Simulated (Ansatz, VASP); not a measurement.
One calculation of BiTe, two programs

File INCAR:

```
SYSTEM = BiTe
PREC = Accurate
ENCUT = 520
EDIFF = 1E-6
ISMEAR = 0
SIGMA = 0.05
LREAL = .False.
LASPH = .True.
NELM = 60
ALGO = Normal
ISIF = 2
LWAVE = .False.
LCHARG = .False.
GGA = PE
NBANDS = 29
```

File KPOINTS:

```
Automatic mesh
0
Gamma
  8 8 4
  0 0 0
```

File POSCAR:

```
BiTe
1.0
    5.5060764164      0.0000000000      0.0000000000
   -2.7530382082      4.9114541133      0.0000000000
    0.0000000000      0.0000000000      6.4429753597
Bi Te
2 2
Direct
    0.6666666667      0.3333333333      0.0626000000
    0.3333333333      0.6666666667      0.5626000000
    0.6666666667      0.3333333333      0.5626000000
    0.3333333333      0.6666666667      0.0626000000
```

Input for Ansatz:

```yaml
crystal:
  lattice:
    - [5.5060764164, 0.0, 0.0]
    - [-2.7530382082, 4.9114541133, 0.0]
    - [0.0, 0.0, 6.4429753597]
  atoms:
    - { symbol: Bi, position: [0.6666666667, 0.3333333333, 0.0626] }
    - { symbol: Bi, position: [0.3333333333, 0.6666666667, 0.5626] }
    - { symbol: Te, position: [0.6666666667, 0.3333333333, 0.5626] }
    - { symbol: Te, position: [0.3333333333, 0.6666666667, 0.0626] }
basis:
  ecutwfc: 420
  ecutrho_ratio: 4
kpoints:
  mp_grid: { grid: [8, 8, 4] }
hamiltonian:
  xc: pbe
scf:
  occupations: { method: gaussian, width: 0.05 }
output:
  forces: true
  stress: true
  eigenvalues: true
```

Change from the starting cell: strain e2 = +0.03, atoms carried along.

Alike in both runs: task single point; functional PBE; k mesh 8 × 8 × 4; occupations gaussian, width 0.05 eV; no spin polarisation.

|  | VASP | Ansatz |
| --- | --- | --- |
| version | VASP 6.6.1 | Ansatz 0.2.0 |
| potentials or method | VASP PAW PBE potentials, release 64 (Bi_d, Te), cutoff 520 eV | scalar-relativistic, plane waves, PAW |
| valence electrons in the cell | 42 | 62 |

```csv
,VASP,Ansatz,Ansatz less VASP
gap on the k mesh at the Fermi level (eV),none,none,-
pressure (GPa),-0.8,-0.8,+0.05
"traceless stress, the component that is largest in VASP (GPa)",0.83,0.83,-0.001
rms of the force components (eV/Å),0.011,0.011,+0.0001
```

Atom by atom the forces differ by 0.000 eV/Å (rms over components). A gap of «none» marks a metal or a gap that the smearing closes. VASP's potentials hold 42 valence electrons a cell and Ansatz's 62, so a difference there can come from the potentials and not from the codes.

Neither program's run includes spin-orbit coupling.
